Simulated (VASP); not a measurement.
# Hg (Im-3m) in VASP: further runs, part 3 of 3

VASP 6.6.1.

**6. Single point, r2SCAN, non-collinear spin, zero start, spin-orbit coupling**

This run uses another cell than the first one, of 26.65 Å³/atom.

Input file POSCAR:

```
Hg
1.0
   -1.8815697170      1.8815697170      1.8815697170
    1.8815697170     -1.8815697170      1.8815697170
    1.8815697170      1.8815697170     -1.8815697170
Hg
1
Direct
    0.0000000000      0.0000000000      0.0000000000
```

Input file INCAR.step1:

```
  PREC = Accurate
  ENCUT = 550
  ISMEAR = -1
  SIGMA = 0.1
  LREAL = F
  LASPH = T
  NELM = 200
  MAGMOM = 0 0 0
  LSORBIT = T
  GGA_COMPAT = F
  NBANDS = 23
  GGA = PE
  ALGO = Normal
  EDIFF = 1E-5
  LWAVE = T
  LCHARG = F
```

Input file INCAR.step2:

```
  PREC = Accurate
  ENCUT = 550
  EDIFF = 1E-6
  ISMEAR = -1
  SIGMA = 0.1
  LREAL = F
  LASPH = T
  NELM = 200
  ALGO = Normal
  ISIF = 2
  LWAVE = F
  LCHARG = T
  MAGMOM = 0 0 0
  LORBIT = 11
  LSORBIT = T
  GGA_COMPAT = F
  LORBMOM = T
  METAGGA = R2SCAN
  LMIXTAU = T
  LVHAR = T
  NBANDS = 23
  ISTART = 1
```

Input file KPOINTS:

```
Automatic mesh
0
Gamma
  12 12 12
```

Potentials or basis: VASP PAW PBE potentials, release 64 (Hg).

The run is started by

```
$ cat potpaw_PBE.64/Hg/POTCAR > POTCAR
$ cp INCAR.step1 INCAR
$ mpirun -np 1 vasp_ncl > vasp.out
$ cp INCAR.step2 INCAR
$ mpirun -np 1 vasp_ncl > vasp.out
```

OUTCAR:

```text
PREC = Accurate
   ENCUT = 550
   EDIFF = 1E-6
   ISMEAR = -1
   LREAL = F
   LASPH = T
   NELM = 200
   ISIF = 2
   LORBIT = 11
   LSORBIT = T
   METAGGA = R2SCAN
   ISTART = 1

 ion  position               nearest neighbor table
   1  0.000  0.000  0.000-

  LATTYP: Found a body centered cubic cell.
 ALAT       =     3.7631394340

  Lattice vectors:

 A1 = (  -1.8815697170,   1.8815697170,   1.8815697170)
 A2 = (   1.8815697170,  -1.8815697170,   1.8815697170)
 A3 = (   1.8815697170,   1.8815697170,  -1.8815697170)

Analysis of symmetry for initial positions (statically):
=====================================================================
 Subroutine PRICEL returns:
 Original cell was already a primitive cell.

 Routine SETGRP: Setting up the symmetry group for a
 body centered cubic supercell.

 Subroutine GETGRP returns: Found 48 space group operations
 (whereof 48 operations were pure point group operations)
 out of a pool of 48 trial point group operations.

The static configuration has the point symmetry O_h .

Analysis of symmetry for dynamics (positions and initial velocities):
=====================================================================
 Subroutine PRICEL returns:
 Original cell was already a primitive cell.

 Routine SETGRP: Setting up the symmetry group for a
 body centered cubic supercell.

 Subroutine GETGRP returns: Found 48 space group operations
 (whereof 48 operations were pure point group operations)
 out of a pool of 48 trial point group operations.

The dynamic configuration has the point symmetry O_h .

Analysis of structural, dynamic, and magnetic symmetry:
=====================================================================
 Subroutine PRICEL returns:
 Original cell was already a primitive cell.

 Routine SETGRP: Setting up the symmetry group for a
 body centered cubic supercell.

 Subroutine GETGRP returns: Found 48 space group operations
 (whereof 48 operations were pure point group operations)
 out of a pool of 48 trial point group operations.

The overall configuration has the point symmetry O_h .

 Subroutine INISYM returns: Found 48 space group operations
 (whereof 48 operations are pure point group operations),
 and found     1 'primitive' translations

----------------------------------------------------------------------------------------

                                     Primitive cell

  volume of cell :      26.6453

  direct lattice vectors                    reciprocal lattice vectors
    -1.881569717  1.881569717  1.881569717     0.000000000  0.265735569  0.265735569
     1.881569717 -1.881569717  1.881569717     0.265735569  0.000000000  0.265735569
     1.881569717  1.881569717 -1.881569717     0.265735569  0.265735569  0.000000000

  length of vectors
     3.258974348  3.258974348  3.258974348     0.375806846  0.375806846  0.375806846

  position of ions in fractional coordinates (direct lattice)
     0.000000000  0.000000000  0.000000000

  ion indices of the primitive-cell ions
   primitive index   ion index
                 1           1

----------------------------------------------------------------------------------------

 KPOINTS: Automatic mesh

Automatic generation of k-mesh.
[... 89 lines left out ...]
  Thomas-Fermi vector in A             =   2.388644
   LORBIT       =     11    0 simple, 1 ext, 2 COOP (PROOUT), +10 PAW based schemes
   METAGGA = R2SCAN    functional components
   LHFCALC =     F    Hartree Fock is set to
   AEXX    =    0.0000 exact exchange contribution
   IVDW    =     0    specifies the selected vdW correction
   LEPSILON=     F    determine dielectric tensor
   LRPA    =     F    only Hartree local field effects (RPA)
  energy-cutoff  :      550.00
  volume of cell :       26.65
 maximum number of plane-waves:      1596
 NGX is ok and might be reduce to    28
   NGX = 13   NGY = 13   NGZ = 13

 number of electron      11.9999999 magnetization      -0.0000000     -0.0000000     -0.0000000

 number of electron      11.9999999 magnetization       0.0000000     -0.0000000     -0.0000000

 number of electron      11.9999999 magnetization      -0.0000000      0.0000000      0.0000000

 Free energy of the ion-electron system (eV)
  ---------------------------------------------------
  ext. energy  EPLUGINS =         0.00000000
  ---------------------------------------------------
  free energy    TOTEN  =       -49.59482906 eV

  energy without entropy =      -49.58642327  energy(sigma->0) =      -49.59062616

 E-fermi :   1.7599     XC(G=0): -10.7488

 val. band max:        1.6963655102   @ k =  -0.4167  -0.4167   0.2500
 cond. band min:       1.7830105752   @ k =   0.4167   0.1667   0.0000
 fundamental gap:      0.0866450650
 Fermi energy:         1.7599093446

 k-point     1 :       0.0000    0.0000    0.0000
  band No.  band energies     occupation
      1      -6.5636      1.00000
      2      -6.5636      1.00000
      3      -6.2938      1.00000
      4      -6.2938      1.00000
      5      -6.2938      1.00000
      6      -6.2938      1.00000
[... 613 lines left out ...]
     22      18.6655      0.00000
     23      22.3995      0.00000

 [... further k-points ...]
[... 5 lines left out ...]
  --------------------------------------------------------------------------------------
  -------------------------------------------------------------------------------------
  Total       -0.0662213     -0.0662213     -0.0662213     -0.0000000      0.0000000      0.0000000
  in kB       -3.9818697     -3.9818697     -3.9818697     -0.0000000      0.0000000      0.0000000
  external PRESSURE =      -3.9818697 kB  Pullay stress =       0.0000000 kB

 VOLUME and BASIS-vectors are now :
 -----------------------------------------------------------------------------
  energy-cutoff  :      550.00
  volume of cell :       26.65
      direct lattice vectors                 reciprocal lattice vectors
    -1.881569717  1.881569717  1.881569717     0.000000000  0.265735569  0.265735569
     1.881569717 -1.881569717  1.881569717     0.265735569  0.000000000  0.265735569
     1.881569717  1.881569717 -1.881569717     0.265735569  0.265735569  0.000000000

 POSITION                                       TOTAL-FORCE (eV/Angst)
 -----------------------------------------------------------------------------------
      0.00000      0.00000      0.00000         0.000000      0.000000      0.000000
 -----------------------------------------------------------------------------------
    total drift:                               -0.000000     -0.000000     -0.000000

  FREE ENERGIE OF THE ION-ELECTRON SYSTEM (eV)
  ---------------------------------------------------
  free  energy   TOTEN  =       -49.5948290578 eV

  energy  without entropy=      -49.5864232659  energy(sigma->0) =      -49.59062616

 orbital moment (x)

 # of ion     p       d       tot
 ----------------------------------------
  1         0.000   0.000   0.000
 ----------------------------------------
            0.000   0.000   0.000

 orbital moment (y)

 # of ion     p       d       tot
 ----------------------------------------
  1         0.000  -0.000  -0.000
 ----------------------------------------
            0.000  -0.000  -0.000

 orbital moment (z)

 # of ion     p       d       tot
 ----------------------------------------
  1         0.000   0.000   0.000
 ----------------------------------------
            0.000   0.000   0.000

 Spin-Orbit-Coupling matrix elements

 Ion:    1  E_soc:     -0.4635263
 l=   1
     0.0000000    -0.0110893    -0.0110893
    -0.0110893     0.0000000    -0.0110893
    -0.0110893    -0.0110893     0.0000000
 l=   2
     0.0000000    -0.0135828     0.0000000    -0.0135828    -0.0525823
    -0.0135828     0.0000000    -0.0394367    -0.0135828    -0.0131456
     0.0000000    -0.0394367     0.0000000    -0.0394367     0.0000000
    -0.0135828    -0.0135828    -0.0394367     0.0000000    -0.0131456
    -0.0525823    -0.0131456     0.0000000    -0.0131456     0.0000000
 l=   3
     0.0000000     0.0000000     0.0000000     0.0000000     0.0000000     0.0000000     0.0000000
     0.0000000     0.0000000     0.0000000     0.0000000     0.0000000     0.0000000     0.0000000
     0.0000000     0.0000000     0.0000000     0.0000000     0.0000000     0.0000000     0.0000000
     0.0000000     0.0000000     0.0000000     0.0000000     0.0000000     0.0000000     0.0000000
     0.0000000     0.0000000     0.0000000     0.0000000     0.0000000     0.0000000     0.0000000
     0.0000000     0.0000000     0.0000000     0.0000000     0.0000000     0.0000000     0.0000000
     0.0000000     0.0000000     0.0000000     0.0000000     0.0000000     0.0000000     0.0000000

 total charge

# of ion       s       p       d       tot
------------------------------------------
    1        0.952   0.159   9.339  10.450

 magnetization (x)

# of ion       s       p       d       tot
------------------------------------------
    1        0.000  -0.000  -0.000  -0.000

 magnetization (y)

# of ion       s       p       d       tot
------------------------------------------
    1        0.000  -0.000   0.000  -0.000

 magnetization (z)

# of ion       s       p       d       tot
------------------------------------------
    1        0.000  -0.000  -0.000  -0.000
```

It took 11 min on 1 thread of Intel Xeon 6975P-C (Granite Rapids), shared host; peak memory 0.31 GiB.

What came out:

| Property | Result |
| --- | --- |
| Free energy | -49.5948 eV |
| Pressure | -0.4 GPa |
| Net moment | 0.00 μB per cell |
| Valence electrons inside the program's atomic spheres | Hg 10.45 |

Moments on the atoms (μB; x, y, z):
```
Hg  0.00 0.00 0.00
```

Caveat: the PAW data sets were made with another functional, which shifts forces and pressure a little.

**7. Summary**

```tsv
task	spin	cell	k mesh	gap on the mesh (eV)	pressure (GPa)
single point	off	a = 3.344 Å, angles 109.5°, 1 atom	13 × 13 × 13	none	-0.9
single point	off	a = 3.384 Å, angles 109.5°, 1 atom	13 × 13 × 13	none	-1.2
single point	off	a = 3.259 Å, angles 109.5°, 1 atom	19 × 19 × 19	none	0.4
relaxation of cell and atoms	off	relaxed from a = 3.106 Å, angles 109.5°, 1 atom	12 × 12 × 12	none	0.0
single point	non-collinear, zero start, SOC	a = 3.259 Å, angles 109.5°, 1 atom	12 × 12 × 12	-	-0.4
```

Alike in all rows: level r2SCAN; potentials or basis VASP PAW PBE potentials, release 64 (Hg); cutoff (eV) 550; smearing fermi-dirac 0.1 eV.

Caveats: the PAW data sets were made with another functional, which shifts forces and pressure a little; spin-orbit coupling is left out, which moves the levels of the heavy elements (at least some runs); the volume moved by over 15 % at a fixed basis, so the end points are rough (at least some runs).

Absolute energies hang on the potentials; compare differences alone.
